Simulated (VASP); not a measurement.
# InSe (P6_3/mmc) in VASP: single point with PBEsol

Aim: the single point of InSe with PBEsol.

All numbers are computed with VASP 6.6.1; they aren't measurements. Logs are shortened: lines on timing, memory, paths and dates and some standing lists are left out, and cuts for length are marked.

## 1. The cell of the first run

Symmetry: P6_3/mmc, No. 194, hexagonal system. The conventional cell has a = 4.006 Å, b = 4.006 Å, c = 16.992 Å, α = 90.00°, β = 90.00°, γ = 120.00°. Within 3.5 Å of In (site symmetry 3m) lie 3 Se at 2.64 Å and 1 In at 2.78 Å. Within 3.5 Å of Se (site symmetry 3m) lie 3 In at 2.64 Å.

## 2. Single point, PBEsol

Input file INCAR:

```
ALGO = Normal
EDIFF = 1E-6
ENCUT = 520
GGA = PS
ISIF = 2
ISMEAR = 0
LASPH = T
LCHARG = T
LELF = T
LREAL = F
LVHAR = T
LWAVE = F
NBANDS = 48
NELM = 60
PREC = Accurate
SIGMA = 0.02
```

Input file KPOINTS:

```
k-points
0
Gamma
  12 12 2
```

Input file POSCAR:

```
InSe
1.0
    4.0060596043      0.0000000000      0.0000000000
   -2.0030298021      3.4693493864      0.0000000000
    0.0000000000      0.0000000000     16.9918264812
In Se
4 4
Direct
    0.3333333333      0.6666666667      0.1682995186
    0.6666666667      0.3333333333      0.6682995186
    0.3333333333      0.6666666667      0.3317004814
    0.6666666667      0.3333333333      0.8317004814
    0.3333333333      0.6666666667      0.5930420592
    0.6666666667      0.3333333333      0.0930420592
    0.3333333333      0.6666666667      0.9069579408
    0.6666666667      0.3333333333      0.4069579408
```

Potentials or basis: VASP PAW PBE potentials, release 64 (In_d, Se).

On the command line:

```
$ cat potpaw_PBE.64/In_d/POTCAR potpaw_PBE.64/Se/POTCAR > POTCAR
$ mpirun -np 1 vasp_std > vasp.out
```

OUTCAR:

```text
EDIFF = 1E-6
   ENCUT = 520
   GGA = PS
   ISIF = 2
   ISMEAR = 0
   LASPH = T
   LREAL = F
   NELM = 60
   PREC = Accurate

 ion  position               nearest neighbor table
   1  0.333  0.667  0.168-   6 2.64   6 2.64   6 2.64   3 2.78
   2  0.667  0.333  0.668-   5 2.64   5 2.64   5 2.64   4 2.78
   3  0.333  0.667  0.332-   8 2.64   8 2.64   8 2.64   1 2.78
   4  0.667  0.333  0.832-   7 2.64   7 2.64   7 2.64   2 2.78
   5  0.333  0.667  0.593-   2 2.64   2 2.64   2 2.64
   6  0.667  0.333  0.093-   1 2.64   1 2.64   1 2.64
   7  0.333  0.667  0.907-   4 2.64   4 2.64   4 2.64
   8  0.667  0.333  0.407-   3 2.64   3 2.64   3 2.64

  LATTYP: Found a hexagonal cell.
 ALAT       =     4.0060596043
 C/A-ratio  =     4.2415311202

  Lattice vectors:

 A1 = (   4.0060596043,   0.0000000000,   0.0000000000)
 A2 = (  -2.0030298021,   3.4693493864,   0.0000000000)
 A3 = (   0.0000000000,   0.0000000000,  16.9918264812)

Analysis of symmetry for initial positions (statically):
=====================================================================
 Subroutine PRICEL returns:
 Original cell was already a primitive cell.

 Routine SETGRP: Setting up the symmetry group for a
 hexagonal supercell.

 Subroutine GETGRP returns: Found 24 space group operations
 (whereof 12 operations were pure point group operations)
 out of a pool of 24 trial point group operations.

The static configuration has the point symmetry D_3d.
 The point group associated with its full space group is D_6h.

Analysis of symmetry for dynamics (positions and initial velocities):
=====================================================================
 Subroutine PRICEL returns:
 Original cell was already a primitive cell.

 Routine SETGRP: Setting up the symmetry group for a
 hexagonal supercell.

 Subroutine GETGRP returns: Found 24 space group operations
 (whereof 12 operations were pure point group operations)
 out of a pool of 24 trial point group operations.

The dynamic configuration has the point symmetry D_3d.
 The point group associated with its full space group is D_6h.

 Subroutine INISYM returns: Found 24 space group operations
 (whereof 12 operations are pure point group operations),
 and found     1 'primitive' translations

----------------------------------------------------------------------------------------

                                     Primitive cell

  volume of cell :     236.1595

  direct lattice vectors                    reciprocal lattice vectors
     4.006059604  0.000000000  0.000000000     0.249621848  0.144119241  0.000000000
    -2.003029802  3.469349386  0.000000000     0.000000000  0.288238482  0.000000000
     0.000000000  0.000000000 16.991826481     0.000000000  0.000000000  0.058851825

  length of vectors
     4.006059604  4.006059604 16.991826481     0.288238482  0.288238482  0.058851825

  position of ions in fractional coordinates (direct lattice)
     0.333333333  0.666666667  0.168299519
     0.666666667  0.333333333  0.668299519
     0.333333333  0.666666667  0.331700481
     0.666666667  0.333333333  0.831700481
     0.333333333  0.666666667  0.593042059
     0.666666667  0.333333333  0.093042059
     0.333333333  0.666666667  0.906957941
     0.666666667  0.333333333  0.406957941

  ion indices of the primitive-cell ions
   primitive index   ion index
                 1           1
                 2           2
                 3           3
                 4           4
                 5           5
                 6           6
                 7           7
                 8           8

----------------------------------------------------------------------------------------

 KPOINTS: k-points

Automatic generation of k-mesh.
 Grid dimensions read from file:
 generate k-points for:   12   12    2

 Generating k-lattice:

  Cartesian coordinates                     Fractional coordinates (reciprocal lattice)
     0.020801821  0.012009937  0.000000000     0.083333333  0.000000000  0.000000000
     0.000000000  0.024019873  0.000000000     0.000000000  0.083333333  0.000000000
     0.000000000  0.000000000  0.029425913     0.000000000  0.000000000  0.500000000

  Length of vectors
     0.024019873  0.024019873  0.029425913

  Shift w.r.t. Gamma in fractional coordinates (k-lattice)
     0.000000000  0.000000000  0.000000000

 Subroutine IBZKPT returns following result:
 ===========================================

 Found     38 irreducible k-points:

 Following reciprocal coordinates:
            Coordinates               Weight
  0.000000  0.000000  0.000000      1.000000
  0.083333  0.000000  0.000000      6.000000
  0.166667  0.000000  0.000000      6.000000
  0.250000  0.000000  0.000000      6.000000
  0.333333  0.000000  0.000000      6.000000
  0.416667 -0.000000  0.000000      6.000000
[... 16 lines left out ...]
  0.250000  0.000000  0.500000      6.000000
  0.333333  0.000000  0.500000      6.000000
 [... further k-points ...]
   k-points           NKPTS =     38   k-points in BZ     NKDIM =     38   number of bands    NBANDS=     48
   number of dos      NEDOS =    301   number of ions     NIONS =      8
   total plane-waves  NPLWV = 113400
   dimension x,y,z NGX =    30 NGY =   30 NGZ =  126
   dimension x,y,z NGXF=    60 NGYF=   60 NGZF=  252
   ions per type =               4   4
   NGX,Y,Z   is equivalent  to a cutoff of  12.45, 12.45, 12.33 a.u.
   NGXF,Y,Z  is equivalent  to a cutoff of  24.90, 24.90, 24.66 a.u.
 SYSTEM =  unknown system
   PREC   = accura    normal or accurate (medium, high low for compatibility)
   ISTART =      0    job   : 0-new  1-cont  2-samecut
   ICHARG =      2    charge: 1-file 2-atom 10-const
   ISPIN  =      1    spin polarized calculation?
   LNONCOLLINEAR =      F non collinear calculations
   LSORBIT =      F    spin-orbit coupling
   LASPH  =      T    aspherical Exc in radial PAW
   ENCUT  =  520.0 eV  38.22 Ry    6.18 a.u.   7.45  7.45 31.59*2*pi/ulx,y,z
   NELM   =     60;   NELMIN=  2; NELMDL= -5     # of ELM steps
   EDIFF  = 0.1E-05   stopping-criterion for ELM
   LREAL  =      F    real-space projection
[... 7 lines left out ...]
   TEBEG  =    0.0;   TEEND  =   0.0 temperature during run
   PSTRESS=    0.0 pullay stress
   NELECT =      76.0000    total number of electrons
   NUPDOWN=      -1.0000    fix difference up-down
   EMIN   =  10.00;   EMAX   =-10.00  energy-range for DOS
   EFERMI =   0.00;   METHOD = LEGACY
   ISMEAR =     0;   SIGMA  =   0.02  broadening in eV -4-tet -1-fermi 0-gaus
   EFERMI_NEDOS =   21; number of points for ismear=-14 and -15
   IALGO  =     38    algorithm
   IMIX   =      4    mixing-type and parameters
     AMIX     =   0.40;   BMIX     =  1.00
     AMIX_MAG =   1.60;   BMIX_MAG =  1.00
  volume/ion in A,a.u.               =      29.52       199.21
  Fermi-wavevector in a.u.,A,eV,Ry     =   1.121874  2.120035 17.124318  1.258602
  Thomas-Fermi vector in A             =   2.258531
   LORBIT       =      0    0 simple, 1 ext, 2 COOP (PROOUT), +10 PAW based schemes
   GGA     = PS    functional components
   LHFCALC =     F    Hartree Fock is set to
   AEXX    =    0.0000 exact exchange contribution
   IVDW    =     0    specifies the selected vdW correction
   LEPSILON=     F    determine dielectric tensor
   LRPA    =     F    only Hartree local field effects (RPA)
 non-spin polarized calculation
 Gauss-broadening in eV      SIGMA  =   0.02
  energy-cutoff  :      520.00
  volume of cell :      236.16
 maximum number of plane-waves:      6404
 NGX is ok and might be reduce to    30
   NGX = 15   NGY = 15   NGZ = 63

 number of electron      75.9999992 magnetization

 Free energy of the ion-electron system (eV)
  ---------------------------------------------------
  ext. energy  EPLUGINS =         0.00000000
  ---------------------------------------------------
  free energy    TOTEN  =       -31.19595882 eV

  energy without entropy =      -31.19595882  energy(sigma->0) =      -31.19595882

 E-fermi :   3.9536     XC(G=0):  -9.0414

 val. band max:        3.8121330334   @ k =   0.0000   0.0000   0.0000
 cond. band min:       4.2304008959   @ k =   0.0000   0.0000   0.0000
 fundamental gap:      0.4182678625
 Fermi energy:         3.9536256837

 k-point     1 :       0.0000    0.0000    0.0000
  band No.  band energies     occupation
      1     -10.8782      2.00000
      2     -10.8778      2.00000
      3     -10.6801      2.00000
      4     -10.6801      2.00000
      5     -10.6798      2.00000
      6     -10.6798      2.00000
[... 40 lines left out ...]
     47       9.0494      0.00000
     48       9.2886      0.00000

 k-point     2 :       0.0833    0.0000    0.0000
  band No.  band energies     occupation
      1     -10.8781      2.00000
      2     -10.8779      2.00000
      3     -10.7101      2.00000
      4     -10.7065      2.00000
      5     -10.6789      2.00000
      6     -10.6786      2.00000
[... 40 lines left out ...]
     47       8.8707      0.00000
     48       9.1544      0.00000

 k-point     3 :       0.1667    0.0000    0.0000
  band No.  band energies     occupation
      1     -10.8840      2.00000
      2     -10.8831      2.00000
      3     -10.7720      2.00000
      4     -10.7635      2.00000
      5     -10.7098      2.00000
      6     -10.6988      2.00000
[... 40 lines left out ...]
     47       8.3789      0.00000
     48       8.6900      0.00000

 k-point     4 :       0.2500    0.0000    0.0000
  band No.  band energies     occupation
      1     -10.9165      2.00000
      2     -10.9110      2.00000
      3     -10.8107      2.00000
      4     -10.8045      2.00000
      5     -10.7921      2.00000
      6     -10.7794      2.00000
[... 958 lines left out ...]
     47       8.4627      0.00000
     48       8.4627      0.00000

 k-point    23 :       0.2500    0.0000    0.5000
  band No.  band energies     occupation
      1     -10.9138      2.00000
      2     -10.9138      2.00000
      3     -10.8087      2.00000
      4     -10.8087      2.00000
      5     -10.7846      2.00000
      6     -10.7846      2.00000
[... 40 lines left out ...]
     47       8.4510      0.00000
     48       8.4510      0.00000

 k-point    24 :       0.3333    0.0000    0.5000
  band No.  band energies     occupation
      1     -10.9631      2.00000
      2     -10.9631      2.00000
      3     -10.8517      2.00000
      4     -10.8517      2.00000
      5     -10.8151      2.00000
      6     -10.8151      2.00000
[... 40 lines left out ...]
     47       8.4329      0.00000
     48       8.4329      0.00000

 [... further k-points ...]

------------------------ aborting loop because EDIFF is reached ----------------------------------------

  FORCE on cell =-STRESS in cart. coord.  units (eV):
  Direction    XX          YY          ZZ          XY          YZ          ZX
  --------------------------------------------------------------------------------------
  -------------------------------------------------------------------------------------
  Total        0.0876825      0.0876825      0.0758390      0.0000000      0.0000000      0.0000000
  in kB        0.5948643      0.5948643      0.5145142      0.0000000      0.0000000      0.0000000
  external PRESSURE =       0.5680809 kB  Pullay stress =       0.0000000 kB

 VOLUME and BASIS-vectors are now :
 -----------------------------------------------------------------------------
  energy-cutoff  :      520.00
  volume of cell :      236.16
      direct lattice vectors                 reciprocal lattice vectors
     4.006059604  0.000000000  0.000000000     0.249621848  0.144119241  0.000000000
    -2.003029802  3.469349386  0.000000000     0.000000000  0.288238482  0.000000000
     0.000000000  0.000000000 16.991826481     0.000000000  0.000000000  0.058851825

 POSITION                                       TOTAL-FORCE (eV/Angst)
 -----------------------------------------------------------------------------------
     -0.00000      2.31290      2.85972         0.000000      0.000000      0.018056
      2.00303      1.15645     11.35563        -0.000000     -0.000000      0.018056
     -0.00000      2.31290      5.63620         0.000000     -0.000000     -0.018056
      2.00303      1.15645     14.13211        -0.000000      0.000000     -0.018056
     -0.00000      2.31290     10.07687         0.000000      0.000000     -0.018990
      2.00303      1.15645      1.58095         0.000000     -0.000000     -0.018990
     -0.00000      2.31290     15.41087         0.000000      0.000000      0.018990
      2.00303      1.15645      6.91496         0.000000      0.000000      0.018990
 -----------------------------------------------------------------------------------
    total drift:                               -0.000000      0.000000      0.000000

  FREE ENERGIE OF THE ION-ELECTRON SYSTEM (eV)
  ---------------------------------------------------
  free  energy   TOTEN  =       -31.1959588166 eV

  energy  without entropy=      -31.1959588166  energy(sigma->0) =      -31.19595882
```

It took 6.4 min on 1 thread of Intel Xeon Platinum 8375C at 2.90GHz (Ice Lake), shared host; peak memory 0.54 GiB.

What came out:

```yaml
Free_energy: -31.1960 eV
Pressure: 0.1 GPa
Largest_force: 0.019 eV/Å
Band_gap_on_the_k_mesh: 0.42 eV
```

Forces in eV/Å, atoms in the order of the input:
```
In   0.000  0.000  0.018
In   0.000  0.000  0.018
In   0.000  0.000 -0.018
In   0.000  0.000 -0.018
Se   0.000  0.000 -0.019
Se   0.000  0.000 -0.019
Se   0.000  0.000  0.019
Se   0.000  0.000  0.019
```

Caveat: the PAW data sets were made with another functional, which shifts forces and pressure a little; spin-orbit coupling is left out, which moves the levels of the heavy elements; this functional lacks dispersion, which binds the layers, so the pressure and a relaxed spacing across them are unreliable.
